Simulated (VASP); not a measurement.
# Ni (I4/mmm) in VASP: single point with PBEsol

Aim: the single point of Ni with PBEsol.

Everything below comes from runs of VASP 6.6.1. Logs are shortened: lines on timing, memory, paths and dates and some standing lists are left out, and cuts for length are marked.

**1. The cell of the first run**

The structure is tetragonal, space group I4/mmm (No. 139). Conventional cell: a = 2.228 Å, b = 2.228 Å, c = 4.455 Å, α = 90.00°, β = 90.00°, γ = 90.00°. Within 2.9 Å of Ni (site symmetry 4/mmm) lie 12 Ni at 2.23 to 2.73 Å.

**2. Single point, PBEsol, collinear spin, ferromagnetic start**

File INCAR:

```
SYSTEM = Ni
PREC = Accurate
ENCUT = 520
EDIFF = 1E-6
ISMEAR = 0
SIGMA = 0.15
LREAL = .FALSE.
LASPH = .TRUE.
NELM = 150
ALGO = Fast
ISIF = 2
LWAVE = .FALSE.
LCHARG = .FALSE.
ISPIN = 2
MAGMOM = 0.81
LORBIT = 11
LMAXMIX = 4
GGA = PS
NBANDS = 15
```

File KPOINTS:

```
regular mesh
0
G
  26 26 26
  0 0 0
```

File POSCAR:

```
Ni
1.0
    0.0000000000      1.5751436809      2.2272531649
    1.5751436809      0.0000000000      2.2272531649
    1.5751436809      1.5751436809      0.0000000000
Ni
1
Direct
    0.0000000000      0.0000000000      0.0000000000
```

Potentials or basis: VASP PAW PBE potentials, release 64 (Ni).

Run with:

```
> cat potpaw_PBE.64/Ni/POTCAR > POTCAR
> mpirun -np 1 vasp_std > vasp.out
```

OUTCAR:

```text
SYSTEM = Ni
   PREC = Accurate
   ENCUT = 520
   EDIFF = 1E-6
   ISMEAR = 0
   LREAL = .FALSE.
   LASPH = .TRUE.
   NELM = 150
   ISIF = 2
   ISPIN = 2
   LORBIT = 11
   GGA = PS

 ion  position               nearest neighbor table
   1  0.000  0.000  0.000-

  LATTYP: Found a body centered tetragonal cell.
 ALAT       =     2.2275895562
 C/A-ratio  =     1.9996979773

  Lattice vectors:

 A1 = (  -1.5751436809,   0.0000000000,   2.2272531649)
 A2 = (   1.5751436809,   0.0000000000,   2.2272531649)
 A3 = (   0.0000000000,   1.5751436809,  -2.2272531649)

Analysis of symmetry for initial positions (statically):
=====================================================================
 Subroutine PRICEL returns:
 Original cell was already a primitive cell.

 Routine SETGRP: Setting up the symmetry group for a
 body centered tetragonal supercell.

 Subroutine GETGRP returns: Found 16 space group operations
 (whereof 16 operations were pure point group operations)
 out of a pool of 16 trial point group operations.

The static configuration has the point symmetry D_4h.

Analysis of symmetry for dynamics (positions and initial velocities):
=====================================================================
 Subroutine PRICEL returns:
 Original cell was already a primitive cell.

 Routine SETGRP: Setting up the symmetry group for a
 body centered tetragonal supercell.

 Subroutine GETGRP returns: Found 16 space group operations
 (whereof 16 operations were pure point group operations)
 out of a pool of 16 trial point group operations.

The dynamic configuration has the point symmetry D_4h.

Analysis of structural, dynamic, and magnetic symmetry:
=====================================================================
 Subroutine PRICEL returns:
 Original cell was already a primitive cell.

 Routine SETGRP: Setting up the symmetry group for a
 body centered tetragonal supercell.

 Subroutine GETGRP returns: Found 16 space group operations
 (whereof 16 operations were pure point group operations)
 out of a pool of 16 trial point group operations.

The overall configuration has the point symmetry D_4h.

 Subroutine INISYM returns: Found 16 space group operations
 (whereof 16 operations are pure point group operations),
 and found     1 'primitive' translations

----------------------------------------------------------------------------------------

                                     Primitive cell

  volume of cell :      11.0520

  direct lattice vectors                    reciprocal lattice vectors
     0.000000000  1.575143681  2.227253165    -0.317431359  0.317431359  0.224491768
     1.575143681  0.000000000  2.227253165     0.317431359 -0.317431359  0.224491768
     1.575143681  1.575143681  0.000000000     0.317431359  0.317431359 -0.224491768

  length of vectors
     2.727954229  2.727954229  2.227589556     0.501918210  0.501918210  0.501918210

  position of ions in fractional coordinates (direct lattice)
     0.000000000  0.000000000  0.000000000

  ion indices of the primitive-cell ions
   primitive index   ion index
                 1           1

----------------------------------------------------------------------------------------

 KPOINTS: regular mesh

Automatic generation of k-mesh.
 Grid dimensions read from file:
 generate k-points for:   26   26   26

 Generating k-lattice:

  Cartesian coordinates                     Fractional coordinates (reciprocal lattice)
    -0.012208898  0.012208898  0.008634299     0.038461538  0.000000000  0.000000000
     0.012208898 -0.012208898  0.008634299     0.000000000  0.038461538  0.000000000
     0.012208898  0.012208898 -0.008634299     0.000000000  0.000000000  0.038461538

  Length of vectors
     0.019304547  0.019304547  0.019304547

  Shift w.r.t. Gamma in fractional coordinates (k-lattice)
     0.000000000  0.000000000  0.000000000

 Subroutine IBZKPT returns following result:
 ===========================================

 Found   1330 irreducible k-points:

 Following reciprocal coordinates:
            Coordinates               Weight
  0.000000  0.000000  0.000000      1.000000
  0.038462  0.000000  0.000000      8.000000
  0.076923  0.000000  0.000000      8.000000
  0.115385  0.000000  0.000000      8.000000
  0.153846  0.000000  0.000000      8.000000
  0.192308 -0.000000  0.000000      8.000000
[... 16 lines left out ...]
  0.346154  0.038462  0.000000      8.000000
  0.384615  0.038462  0.000000      8.000000
 [... further k-points ...]
   k-points           NKPTS =   1330   k-points in BZ     NKDIM =   1330   number of bands    NBANDS=     15
   number of dos      NEDOS =    301   number of ions     NIONS =      1
   total plane-waves  NPLWV =   7200
   dimension x,y,z NGX =    20 NGY =   20 NGZ =   18
   dimension x,y,z NGXF=    40 NGYF=   40 NGZF=   36
   ions per type =               1
   NGX,Y,Z   is equivalent  to a cutoff of  12.19, 12.19, 13.43 a.u.
   NGXF,Y,Z  is equivalent  to a cutoff of  24.38, 24.38, 26.87 a.u.
 SYSTEM =  Ni
   PREC   = accura    normal or accurate (medium, high low for compatibility)
   ISTART =      0    job   : 0-new  1-cont  2-samecut
   ICHARG =      2    charge: 1-file 2-atom 10-const
   ISPIN  =      2    spin polarized calculation?
   LNONCOLLINEAR =      F non collinear calculations
   LSORBIT =      F    spin-orbit coupling
   LASPH  =      T    aspherical Exc in radial PAW
   ENCUT  =  520.0 eV  38.22 Ry    6.18 a.u.   5.07  5.07  4.14*2*pi/ulx,y,z
   NELM   =    150;   NELMIN=  2; NELMDL= -5     # of ELM steps
   EDIFF  = 0.1E-05   stopping-criterion for ELM
   LREAL  =      F    real-space projection
   EDIFFG = 0.1E-04   stopping-criterion for IOM
   NSW    =      0    number of steps for IOM
   IBRION =     -1    ionic relax: 0-MD 1-quasi-New 2-CG
   NFREE  =      0    steps in history (QN), initial steepest desc. (CG)
   ISIF   =      2    stress and relaxation
   ISYM   =      2    0-nonsym 1-usesym 2-fastsym
   POTIM  = 0.5000    time-step for ionic-motion
   TEBEG  =    0.0;   TEEND  =   0.0 temperature during run
   PSTRESS=    0.0 pullay stress
   NELECT =      10.0000    total number of electrons
   NUPDOWN=      -1.0000    fix difference up-down
   EMIN   =  10.00;   EMAX   =-10.00  energy-range for DOS
   EFERMI =   0.00;   METHOD = LEGACY
   ISMEAR =     0;   SIGMA  =   0.15  broadening in eV -4-tet -1-fermi 0-gaus
   EFERMI_NEDOS =   21; number of points for ismear=-14 and -15
   IALGO  =     68    algorithm
   IMIX   =      4    mixing-type and parameters
     AMIX     =   0.40;   BMIX     =  1.00
     AMIX_MAG =   1.60;   BMIX_MAG =  1.00
  volume/ion in A,a.u.               =      11.05        74.58
  Fermi-wavevector in a.u.,A,eV,Ry     =   1.583415  2.992221 34.112584  2.507204
  Thomas-Fermi vector in A             =   2.683189
   LORBIT       =     11    0 simple, 1 ext, 2 COOP (PROOUT), +10 PAW based schemes
   GGA     = PS    functional components
   LHFCALC =     F    Hartree Fock is set to
   AEXX    =    0.0000 exact exchange contribution
   IVDW    =     0    specifies the selected vdW correction
   LEPSILON=     F    determine dielectric tensor
   LRPA    =     F    only Hartree local field effects (RPA)
 spin polarized calculation
 RMM-DIIS sequential band-by-band and
 Gauss-broadening in eV      SIGMA  =   0.15
  energy-cutoff  :      520.00
  volume of cell :       11.05
 maximum number of plane-waves:       312
   NGX = 11   NGY = 11   NGZ =  9

 number of electron      10.0000000 magnetization       0.8100000

 number of electron       9.9999991 magnetization       0.4994095

 Free energy of the ion-electron system (eV)
  ---------------------------------------------------
  ext. energy  EPLUGINS =         0.00000000
  ---------------------------------------------------
  free energy    TOTEN  =        -5.70520813 eV

  energy without entropy =       -5.68256942  energy(sigma->0) =       -5.69388877

 E-fermi :   8.9573     XC(G=0): -13.3022

 val. band max:        8.9568092709   @ k =  -0.4231   0.0000   0.1538
 cond. band min:       8.9575215403   @ k =  -0.4231   0.0385   0.3846
 fundamental gap:      0.0007122694
 Fermi energy:         8.9572713898

 spin component 1

 k-point     1 :       0.0000    0.0000    0.0000
  band No.  band energies     occupation
      1       0.0576      1.00000
      2       5.2611      1.00000
      3       6.3952      1.00000
      4       7.7481      1.00000
      5       7.7481      1.00000
      6       8.6464      0.99831
      7      29.6040      0.00000
      8      34.6907      0.00000
      9      34.7569      0.00000
     10      38.1359      0.00000
     11      38.1360      0.00000
     12      38.8313      0.00000
     13      40.3794      0.00000
     14      40.3794      0.00000
[... 401 lines left out ...]
      2       5.7941      1.00000
      3       7.1330      1.00000
      4       7.6686      1.00000
      5       8.2195      1.00000
      6       8.3475      1.00000
      7      18.9713      0.00000
      8      24.1742      0.00000
      9      31.7620      0.00000
     10      37.4810      0.00000
     11      37.7750      0.00000
     12      45.3751      0.00000
     13      45.6316      0.00000
     14      48.0698      0.00000
     15      51.5191      0.00000

 [... further k-points ...]

 spin component 2

 k-point     1 :       0.0000    0.0000    0.0000
  band No.  band energies     occupation
      1       0.0686      1.00000
      2       5.6959      1.00000
      3       6.8132      1.00000
      4       8.3332      1.00000
      5       8.3332      1.00000
      6       9.2889      0.00088
      7      29.6153      0.00000
      8      34.6958      0.00000
      9      34.7498      0.00000
     10      38.2375      0.00000
     11      38.2375      0.00000
     12      38.9177      0.00000
     13      40.4354      0.00000
     14      40.4354      0.00000
[... 401 lines left out ...]
      2       6.2254      1.00000
      3       7.3857      1.00000
      4       8.2689      1.00000
      5       8.7329      0.98280
      6       8.9631      0.47818
      7      19.1447      0.00000
      8      24.2413      0.00000
      9      31.8615      0.00000
     10      37.4833      0.00000
     11      37.8622      0.00000
     12      45.3464      0.00000
     13      45.6748      0.00000
     14      48.1481      0.00000
     15      51.6608      0.00000

 [... further k-points ...]

------------------------ aborting loop because EDIFF is reached ----------------------------------------

  FORCE on cell =-STRESS in cart. coord.  units (eV):
  Direction    XX          YY          ZZ          XY          YZ          ZX
  --------------------------------------------------------------------------------------
  -------------------------------------------------------------------------------------
  Total        1.3382537      1.3382537     -2.5742196      0.0000000     -0.0000000      0.0000000
  in kB      194.0032902    194.0032902   -373.1781872      0.0000000     -0.0000000      0.0000000
  external PRESSURE =       4.9427977 kB  Pullay stress =       0.0000000 kB

 VOLUME and BASIS-vectors are now :
 -----------------------------------------------------------------------------
  energy-cutoff  :      520.00
  volume of cell :       11.05
      direct lattice vectors                 reciprocal lattice vectors
     0.000000000  1.575143681  2.227253165    -0.317431359  0.317431359  0.224491768
     1.575143681  0.000000000  2.227253165     0.317431359 -0.317431359  0.224491768
     1.575143681  1.575143681  0.000000000     0.317431359  0.317431359 -0.224491768

 POSITION                                       TOTAL-FORCE (eV/Angst)
 -----------------------------------------------------------------------------------
      0.00000      0.00000      0.00000        -0.000000      0.000000      0.000000
 -----------------------------------------------------------------------------------
    total drift:                                0.000000     -0.000000      0.000000

  FREE ENERGIE OF THE ION-ELECTRON SYSTEM (eV)
  ---------------------------------------------------
  free  energy   TOTEN  =        -5.7052081261 eV

  energy  without entropy=       -5.6825694224  energy(sigma->0) =       -5.69388877

 total charge

# of ion       s       p       d       tot
------------------------------------------
    1        0.510   0.489   8.366   9.364

 magnetization (x)

# of ion       s       p       d       tot
------------------------------------------
    1       -0.000  -0.013   0.518   0.505
```

Run time: 5.8 min. Hardware: 1 thread of Intel Xeon Platinum 8488C (Sapphire Rapids), shared host; peak memory 0.41 GiB.

Results:

| Item | Value |
| --- | --- |
| Free energy | -5.7052 eV |
| Pressure | 0.5 GPa |
| Net moment | 0.50 μB per cell |
| Site moments | Ni +0.51 μB |
| Valence electrons inside the program's atomic spheres | Ni 9.36 |

Caveat: the PAW data sets were made with another functional, which shifts forces and pressure a little.
